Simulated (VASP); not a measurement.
# P (P6_3/mmc) in VASP: a series of runs, part 2 of 2

VASP 6.6.1.

**3. Relaxation of cell and atoms, PBE, target pressure 270 GPa, at which the enthalpy is minimised**

This run uses another cell than the first one, of 7.05 Å³/atom, 1.004 times its volume.

Contents of INCAR:

```
SYSTEM = P
PREC = Accurate
ENCUT = 600
EDIFF = 1E-6
ISMEAR = -1
SIGMA = 0.1
LREAL = .FALSE.
LASPH = .TRUE.
NELM = 60
ALGO = Normal
ISIF = 3
LWAVE = .FALSE.
LCHARG = .FALSE.
GGA = PE
IBRION = 2
NSW = 60
EDIFFG = -0.005
PSTRESS = 2700.0
```

Contents of KPOINTS:

```
regular mesh
0
G
  20 20 11
  0 0 0
```

Contents of POSCAR:

```
P
1.0
    2.1581964818      0.0000000000      0.0000000000
   -1.0790982409      1.8690529796      0.0000000000
    0.0000000000      0.0000000000      3.4962783006
P
2
Direct
    0.3333333333      0.6666666667      0.2500000000
    0.6666666667      0.3333333333      0.7500000000
```

Potentials or basis: VASP PAW PBE potentials, release 64 (P).

Launch:

```bash
cat potpaw_PBE.64/P/POTCAR > POTCAR
mpirun -np 1 vasp_std > vasp.out
```

OUTCAR:

```text
SYSTEM = P
   PREC = Accurate
   ENCUT = 600
   EDIFF = 1E-6
   ISMEAR = -1
   LREAL = .FALSE.
   LASPH = .TRUE.
   NELM = 60
   ISIF = 3
   GGA = PE
   IBRION = 2
   NSW = 60
   EDIFFG = -0.005
   PSTRESS = 2700.0

 ion  position               nearest neighbor table
   1  0.333  0.667  0.250-   2 2.15   2 2.15   2 2.15   2 2.15   2 2.15   2 2.15
   2  0.667  0.333  0.750-   1 2.15   1 2.15   1 2.15   1 2.15   1 2.15   1 2.15

  LATTYP: Found a hexagonal cell.
 ALAT       =     2.1581964818
 C/A-ratio  =     1.6200000000

  Lattice vectors:

 A1 = (   2.1581964818,   0.0000000000,   0.0000000000)
 A2 = (  -1.0790982409,   1.8690529796,   0.0000000000)
 A3 = (   0.0000000000,   0.0000000000,   3.4962783006)

Analysis of symmetry for initial positions (statically):
=====================================================================
 Subroutine PRICEL returns:
 Original cell was already a primitive cell.

 Routine SETGRP: Setting up the symmetry group for a
 hexagonal supercell.

 Subroutine GETGRP returns: Found 24 space group operations
 (whereof 12 operations were pure point group operations)
 out of a pool of 24 trial point group operations.

The static configuration has the point symmetry D_3d.
 The point group associated with its full space group is D_6h.

Analysis of symmetry for dynamics (positions and initial velocities):
=====================================================================
 Subroutine PRICEL returns:
 Original cell was already a primitive cell.

 Routine SETGRP: Setting up the symmetry group for a
 hexagonal supercell.

 Subroutine GETGRP returns: Found 24 space group operations
 (whereof 12 operations were pure point group operations)
 out of a pool of 24 trial point group operations.

The dynamic configuration has the point symmetry D_3d.
 The point group associated with its full space group is D_6h.

[... 123 lines left out ...]
   GGA     = PE    functional components
   LHFCALC =     F    Hartree Fock is set to
   AEXX    =    0.0000 exact exchange contribution
   IVDW    =     0    specifies the selected vdW correction
   LEPSILON=     F    determine dielectric tensor
   LRPA    =     F    only Hartree local field effects (RPA)
 conjugate gradient relaxation of ions
 non-spin polarized calculation
  energy-cutoff  :      600.00
  volume of cell :       14.10
 maximum number of plane-waves:       494
 NGX is ok and might be reduce to    18
   NGX =  9   NGY =  9   NGZ = 13

--------------------------------------- Ionic step        1  -------------------------------------------

 number of electron      10.0000000 magnetization

 number of electron       9.9999999 magnetization

 Free energy of the ion-electron system (eV)
  ---------------------------------------------------
  ext. energy  EPLUGINS =         0.00000000
  ---------------------------------------------------
  free energy    TOTEN  =        -2.45375006 eV

  energy without entropy =       -2.43446845  energy(sigma->0) =       -2.44410926

------------------------ aborting loop because EDIFF is reached ----------------------------------------

  FORCE on cell =-STRESS in cart. coord.  units (eV):
  Direction    XX          YY          ZZ          XY          YZ          ZX
  --------------------------------------------------------------------------------------
  -------------------------------------------------------------------------------------
  Total       23.1998826     23.1998826     22.7611508      0.0000000      0.0000000      0.0000000
  in kB     2635.5895846   2635.5895846   2585.7480864      0.0000000      0.0000000      0.0000000
  external PRESSURE =     -81.0242481 kB  Pullay stress =    2700.0000000 kB
[... 291 lines left out ...]
--------------------------------------- Ionic step        9  -------------------------------------------

 number of electron       9.9999999 magnetization

 Free energy of the ion-electron system (eV)
  ---------------------------------------------------
  ext. energy  EPLUGINS =         0.00000000
  ---------------------------------------------------
  free energy    TOTEN  =        -2.25565839 eV

  energy without entropy =       -2.23848994  energy(sigma->0) =       -2.24707416

 E-fermi :  23.8533     XC(G=0): -14.9118

 val. band max:       23.8184254466   @ k =   0.3000   0.1000   0.0909
 cond. band min:      23.8593719469   @ k =   0.2500   0.2500   0.0000
 fundamental gap:      0.0409465003
 Fermi energy:        23.8533113581

 k-point     1 :       0.0000    0.0000    0.0000
  band No.  band energies     occupation
      1      -2.6793      2.00000
      2       8.2493      2.00000
      3       9.5339      2.00000
      4      33.4575      0.00000
      5      33.4575      0.00000
      6      34.1662      0.00000
      7      34.1662      0.00000
      8      36.7008      0.00000
      9      40.6634      0.00000
[... 265 lines left out ...]
 k-point    24 :       0.2500    0.1000    0.0000
  band No.  band energies     occupation
      1       1.2426      2.00000
      2      11.9123      2.00000
      3      12.8464      2.00000
      4      17.3617      2.00000
      5      22.4579      2.00000
      6      27.0531      0.00000
      7      28.5469      0.00000
      8      33.1653      0.00000
      9      33.8370      0.00000

 [... further k-points ...]
[... 5 lines left out ...]
  --------------------------------------------------------------------------------------
  -------------------------------------------------------------------------------------
  Total       23.5611279     23.5611279     23.5701071      0.0000000     -0.0000000     -0.0000000
  in kB     2699.7012094   2699.7012094   2700.7300664      0.0000000     -0.0000000     -0.0000000
  external PRESSURE =       0.0441617 kB  Pullay stress =    2700.0000000 kB
[... 21 lines left out ...]
  energy  without entropy=       -2.2384899404  energy(sigma->0) =       -2.24707416

  enthalpy is  TOTEN    =        21.3080771784 eV   P V=       23.5637355668

 reached required accuracy - stopping structural energy minimisation
```

OSZICAR:

```text
N       E                     dE             d eps       ncg     rms          rms(c)
DAV:   1     0.305855861205E+02    0.30586E+02   -0.60162E+03  4792   0.118E+03
[... 51 lines left out ...]
DAV:   4    -0.229756043659E+01    0.17818E-06   -0.20882E-08  2486   0.170E-03
   8 F= 0.21308204E+02 E0= 0.21316816E+02  d E =0.119962E-03
       N       E                     dE             d eps       ncg     rms          rms(c)
DAV:   1    -0.225567380096E+01    0.41887E-01   -0.97748E-04  5800   0.228E-01    0.846E-02
DAV:   2    -0.225566308075E+01    0.10720E-04   -0.70955E-06  5324   0.276E-02    0.457E-02
DAV:   3    -0.225565826935E+01    0.48114E-05   -0.56718E-06  5181   0.189E-02    0.517E-03
DAV:   4    -0.225565838842E+01   -0.11907E-06   -0.14117E-08  2448   0.140E-03
   9 F= 0.21308077E+02 E0= 0.21316661E+02  d E =-.700122E-05
```

CONTCAR:

```text
P
   1.00000000000000
     2.1596664369011305    0.0000000000000000    0.0000000000000000
    -1.0798332184505652    1.8703259980660267   -0.0000000000000000
     0.0000000000000000    0.0000000000000000    3.4616803984928697
  P
     2
Direct
     0.3333333332999970    0.6666666667000030    0.2500000000000000
     0.6666666667000030    0.3333333332999970    0.7500000000000000

  0.00000000E+00  0.00000000E+00  0.00000000E+00
  0.00000000E+00  0.00000000E+00  0.00000000E+00
```

It took 2.2 min on 1 thread of AMD EPYC 7R43 (Zen 3), shared host; peak memory 0.11 GiB.

Results:

```
Free energy                                            : -2.2557 eV
Relaxed volume                                         : 6.99 Å³/atom
Relaxed cell                                           : a = 2.160 Å, b = 2.160 Å, c = 3.462 Å, α = 90.00°, β = 90.00°, γ = 120.00°
Space group after relaxing (to 0.05 Å)                 : P6_3/mmc (No. 194)
Energy change on relaxing (the enthalpy is what falls) : +99.0 meV/atom
Ionic steps                                            : 9
Pressure after relaxing                                : 270.0 GPa
Band gap on the k mesh                                 : zero (band 5 reaches 35.14 eV, above the bottom of band 6 at 15.80 eV)
```

The path:
```tsv
step	energy change (eV)	largest force (eV/Å)	pressure (GPa)	volume (Å³)
1	0.0000	0.0000	261.90	14.10
2	1.2782	0.0000	312.36	13.39
3	0.2164	0.0000	270.35	13.97
4	0.2219	0.0000	270.54	13.97
5	0.2093	0.0000	270.42	13.98
6	0.2084	0.0000	270.41	13.98
7	0.2082	0.0000	270.41	13.98
8	0.1562	0.0000	268.39	14.01
9	0.1981	0.0000	270.00	13.98
```

Final structure:
```
P
1.0
     2.15967    0.00000    0.00000
    -1.07983    1.87033    0.00000
     0.00000    0.00000    3.46168
P
2
Direct
  0.33333 0.66667 0.25000
  0.66667 0.33333 0.75000
```

Levels at points of the mesh, in eV from the Fermi level:
| k point | band 2 | band 3 | band 4 | band 5 | band 6 | band 7 | band 8 | band 9 |
| --- | --- | --- | --- | --- | --- | --- | --- | --- |
| (0.00, 0.00, 0.00) | -15.60 | -14.32 | 9.60 | 9.60 | 10.31 | 10.31 | 12.85 | 16.81 |
| (0.50, 0.00, 0.00) | -16.60 | -6.92 | -5.29 | -5.23 | -4.12 | 1.42 | 5.48 | 11.08 |

Caveat: the cell is relaxed towards a set pressure, so the enthalpy falls and the energy may rise.
